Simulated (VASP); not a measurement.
A run of VASP 6.6.1 is set up as follows.

Contents of POSCAR:

```
SiC
1.0
    0.0000000000      2.1740000000      2.1740000000
    2.1740000000      0.0000000000      2.1740000000
    2.1740000000      2.1740000000      0.0000000000
Si C
1 1
Direct
    0.0813140273      0.0000000000      0.0000000000
    0.7500000000      0.7500000000      0.7500000000
```

File INCAR.step1:

```
SYSTEM = SiC
  PREC = Accurate
  ENCUT = 520
  ISMEAR = 0
  SIGMA = 0.05
  LREAL = .False.
  LASPH = .True.
  NELM = 60
  NBANDS = 11
  GGA = PE
  ALGO = Normal
  EDIFF = 1E-4
  LWAVE = .True.
  LCHARG = .False.
```

INCAR.step2

```
SYSTEM = SiC
  PREC = Accurate
  ENCUT = 520
  EDIFF = 1E-6
  ISMEAR = 0
  SIGMA = 0.05
  LREAL = .False.
  LASPH = .True.
  NELM = 60
  ALGO = Normal
  ISIF = 2
  LWAVE = .False.
  LCHARG = .True.
  METAGGA = R2SCAN
  LMIXTAU = .True.
  LELF = .True.
  LVHAR = .True.
  NBANDS = 11
  ISTART = 1
```

Contents of KPOINTS:

```
Automatic mesh
0
Gamma
  12 12 12
  0 0 0
```

Potentials or basis: VASP PAW PBE potentials, release 64 (Si, C).

The run is started by

```sh
$ cat potpaw_PBE.64/Si/POTCAR potpaw_PBE.64/C/POTCAR > POTCAR
$ cp INCAR.step1 INCAR
$ mpirun -np 1 vasp_std > vasp.out
$ cp INCAR.step2 INCAR
$ mpirun -np 1 vasp_std > vasp.out
```

(1) Estimate the largest force.

(2) Estimate the band gap on the k mesh.

(3) Predict the pressure.

Answers

(1) 5.684 eV/Å.

(2) 0.52 eV, indirect (least direct gap 4.49 eV).

(3) 9.1 GPa.

Caveat: the cell differs from its parent crystal (all Si atoms moved -0.250 Å, as atom 1 towards its neighbour atom 1 (Si) at 3.075 Å); the PAW data sets were made with another functional, which shifts forces and pressure a little.
